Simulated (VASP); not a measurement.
# Hf (Im-3m) in VASP: further runs, part 2 of 2

VASP 6.6.1. The steps go on from the part before.

### 5 Single point, PBEsol

This run uses another cell than the first one, of 21.25 Å³/atom, 1.006 times its volume.

Input file INCAR:

```
  ALGO = Normal
  EDIFF = 1E-7
  ENCUT = 520
  GGA = PS
  ISIF = 2
  ISMEAR = 0
  LASPH = T
  LCHARG = F
  LREAL = F
  LWAVE = F
  NBANDS = 11
  NELM = 60
  PREC = Accurate
  SIGMA = 0.05
```

Input file KPOINTS:

```
k-points
0
Gamma
  8 8 8
```

Input file POSCAR:

```
Hf
1.0
   -1.7447902699      1.7447902699      1.7447902699
    1.7447902699     -1.7447902699      1.7447902699
    1.7447902699      1.7447902699     -1.7447902699
Hf
1
Direct
    0.0000000000      0.0000000000      0.0000000000
```

Potentials or basis: VASP PAW PBE potentials, release 64 (Hf_pv).

On the command line:

```
> cat potpaw_PBE.64/Hf_pv/POTCAR > POTCAR
> mpirun -np 1 vasp_std > vasp.out
```

OUTCAR:

```text
EDIFF = 1E-7
   ENCUT = 520
   GGA = PS
   ISIF = 2
   ISMEAR = 0
   LASPH = T
   LREAL = F
   NELM = 60
   PREC = Accurate

 ion  position               nearest neighbor table
   1  0.000  0.000  0.000-

  LATTYP: Found a body centered cubic cell.
 ALAT       =     3.4895805398

  Lattice vectors:

 A1 = (  -1.7447902699,   1.7447902699,   1.7447902699)
 A2 = (   1.7447902699,  -1.7447902699,   1.7447902699)
 A3 = (   1.7447902699,   1.7447902699,  -1.7447902699)

Analysis of symmetry for initial positions (statically):
=====================================================================
 Subroutine PRICEL returns:
 Original cell was already a primitive cell.

 Routine SETGRP: Setting up the symmetry group for a
 body centered cubic supercell.

 Subroutine GETGRP returns: Found 48 space group operations
 (whereof 48 operations were pure point group operations)
 out of a pool of 48 trial point group operations.

The static configuration has the point symmetry O_h .

Analysis of symmetry for dynamics (positions and initial velocities):
=====================================================================
 Subroutine PRICEL returns:
 Original cell was already a primitive cell.

 Routine SETGRP: Setting up the symmetry group for a
 body centered cubic supercell.

 Subroutine GETGRP returns: Found 48 space group operations
 (whereof 48 operations were pure point group operations)
 out of a pool of 48 trial point group operations.

The dynamic configuration has the point symmetry O_h .

 Subroutine INISYM returns: Found 48 space group operations
 (whereof 48 operations are pure point group operations),
 and found     1 'primitive' translations

----------------------------------------------------------------------------------------

                                     Primitive cell

  volume of cell :      21.2466

[... 106 lines left out ...]
     AMIX_MAG =   1.60;   BMIX_MAG =  1.00
  volume/ion in A,a.u.               =      21.25       143.38
  Fermi-wavevector in a.u.,A,eV,Ry     =   1.273439  2.406451 22.063858  1.621648
  Thomas-Fermi vector in A             =   2.406263
   LORBIT       =      0    0 simple, 1 ext, 2 COOP (PROOUT), +10 PAW based schemes
   GGA     = PS    functional components
   LHFCALC =     F    Hartree Fock is set to
   AEXX    =    0.0000 exact exchange contribution
   IVDW    =     0    specifies the selected vdW correction
   LEPSILON=     F    determine dielectric tensor
   LRPA    =     F    only Hartree local field effects (RPA)
 non-spin polarized calculation
 Gauss-broadening in eV      SIGMA  =   0.05
  energy-cutoff  :      520.00
  volume of cell :       21.25
 maximum number of plane-waves:       603
 NGX is ok and might be reduce to    24
   NGX = 11   NGY = 11   NGZ = 11

 number of electron      10.0000000 magnetization

 number of electron       9.9999998 magnetization

 Free energy of the ion-electron system (eV)
  ---------------------------------------------------
  ext. energy  EPLUGINS =         0.00000000
  ---------------------------------------------------
  free energy    TOTEN  =       -10.34176858 eV

  energy without entropy =      -10.33885869  energy(sigma->0) =      -10.34031363

 E-fermi :   4.7268     XC(G=0): -11.6306

 val. band max:        4.6960293796   @ k =  -0.3750   0.3750   0.1250
 cond. band min:       4.7508471336   @ k =   0.2500   0.2500   0.0000
 fundamental gap:      0.0548177540
 Fermi energy:         4.7267907769

 k-point     1 :       0.0000    0.0000    0.0000
  band No.  band energies     occupation
      1     -24.8304      2.00000
      2     -24.8304      2.00000
      3     -24.8304      2.00000
      4      -2.4418      2.00000
      5       6.3050      0.00000
      6       6.3050      0.00000
      7       6.3050      0.00000
      8       9.2543      0.00000
      9       9.2543      0.00000
     10      18.1809      0.00000
     11      18.3383      0.00000
[... 309 lines left out ...]
 k-point    24 :      -0.3750    0.3750    0.2500
  band No.  band energies     occupation
      1     -25.5590      2.00000
      2     -25.2825      2.00000
      3     -25.1933      2.00000
      4       2.4910      2.00000
      5       3.5601      2.00000
      6       6.6202      0.00000
      7       7.1557      0.00000
      8      10.1230      0.00000
      9      10.5611      0.00000
     10      17.5282      0.00000
     11      18.2157      0.00000

 [... further k-points ...]
[... 5 lines left out ...]
  --------------------------------------------------------------------------------------
  -------------------------------------------------------------------------------------
  Total        0.0221378      0.0221378      0.0221378      0.0000000      0.0000000      0.0000000
  in kB        1.6693806      1.6693806      1.6693806      0.0000000      0.0000000      0.0000000
  external PRESSURE =       1.6693806 kB  Pullay stress =       0.0000000 kB

 VOLUME and BASIS-vectors are now :
 -----------------------------------------------------------------------------
  energy-cutoff  :      520.00
  volume of cell :       21.25
      direct lattice vectors                 reciprocal lattice vectors
    -1.744790270  1.744790270  1.744790270     0.000000000  0.286567394  0.286567394
     1.744790270 -1.744790270  1.744790270     0.286567394  0.000000000  0.286567394
     1.744790270  1.744790270 -1.744790270     0.286567394  0.286567394  0.000000000

 POSITION                                       TOTAL-FORCE (eV/Angst)
 -----------------------------------------------------------------------------------
      0.00000      0.00000      0.00000         0.000000      0.000000      0.000000
 -----------------------------------------------------------------------------------
    total drift:                               -0.000000      0.000000      0.000000

  FREE ENERGIE OF THE ION-ELECTRON SYSTEM (eV)
  ---------------------------------------------------
  free  energy   TOTEN  =       -10.3417685762 eV

  energy  without entropy=      -10.3388586934  energy(sigma->0) =      -10.34031363
```

It took 6.7 s on 1 thread of Intel Xeon Platinum 8375C at 2.90GHz (Ice Lake), shared host; peak memory 0.13 GiB.

Results:

```yaml
Free_energy: -10.3418 eV
Pressure: 0.2 GPa
Band_gap_on_the_k_mesh: zero (band 5 reaches 6.30 eV, above the bottom of band 6 at 3.96 eV)
```

Caveat: the PAW data sets were made with another functional, which shifts forces and pressure a little; spin-orbit coupling is left out, which moves the levels of the heavy elements.

### 6 Single point, PBEsol

This run uses another cell than the first one, of 21.31 Å³/atom, 1.009 times its volume.

Input file INCAR:

```
  PREC = Accurate
  ENCUT = 520
  EDIFF = 1E-6
  ISMEAR = 0
  SIGMA = 0.05
  LREAL = False
  LASPH = True
  NELM = 80
  ALGO = Normal
  ISIF = 2
  LWAVE = False
  LCHARG = False
  GGA = PS
  NBANDS = 11
```

Input file KPOINTS:

```
Automatic mesh
0
Gamma
  8 8 8
```

Input file POSCAR:

```
Hf
1.0
   -1.7465668333      1.7465668333      1.7465668333
    1.7465668333     -1.7465668333      1.7465668333
    1.7465668333      1.7465668333     -1.7465668333
Hf
1
Direct
    0.0000000000      0.0000000000      0.0000000000
```

Potentials or basis: VASP PAW PBE potentials, release 64 (Hf_pv).

On the command line:

```
> cat potpaw_PBE.64/Hf_pv/POTCAR > POTCAR
> mpirun -np 1 vasp_std > vasp.out
```

It took 6.4 s on 1 thread of Intel Xeon Platinum 8375C at 2.90GHz (Ice Lake), shared host; peak memory 0.13 GiB.

It converged, with:

- Free energy: -10.3418 eV
- Pressure: -0.2 GPa
- Band gap on the k mesh: zero (band 5 reaches 6.28 eV, above the bottom of band 6 at 3.94 eV)

Levels at points of the mesh, in eV from the Fermi level:
```csv
k point,band 3,band 4,band 5,band 6,band 7,band 8
"(0.00, 0.00, 0.00)",-29.57,-7.16,1.58,1.58,1.58,4.52
"(0.50, 0.00, 0.00)",-29.57,-3.50,-0.56,1.33,4.36,5.42
"(0.50, 0.50, 0.50)",-30.24,-2.75,-2.75,7.18,7.18,7.18
```

Caveat: the PAW data sets were made with another functional, which shifts forces and pressure a little; spin-orbit coupling is left out, which moves the levels of the heavy elements.

### 7 Summary

| cell | gap on the mesh (eV) | pressure (GPa) |
| --- | --- | --- |
| a = 3.016 Å, angles 109.5°, 1 atom | none | 0.8 |
| a = 3.017 Å, angles 109.5°, 1 atom | none | 0.7 |
| a = 3.019 Å, angles 109.5°, 1 atom | none | 0.5 |
| a = 3.022 Å, angles 109.5°, 1 atom | none | 0.2 |
| a = 3.025 Å, angles 109.5°, 1 atom | none | -0.2 |

Alike in all rows: task single point; level PBEsol; potentials or basis VASP PAW PBE potentials, release 64 (Hf_pv); no spin polarisation; k mesh 8 × 8 × 8; cutoff (eV) 520; smearing gaussian 0.05 eV.

Every run on the cell as given and a fine mesh finds a metal.

Caveats: the PAW data sets were made with another functional, which shifts forces and pressure a little; spin-orbit coupling is left out, which moves the levels of the heavy elements.

Absolute energies hang on the potentials; compare differences alone.
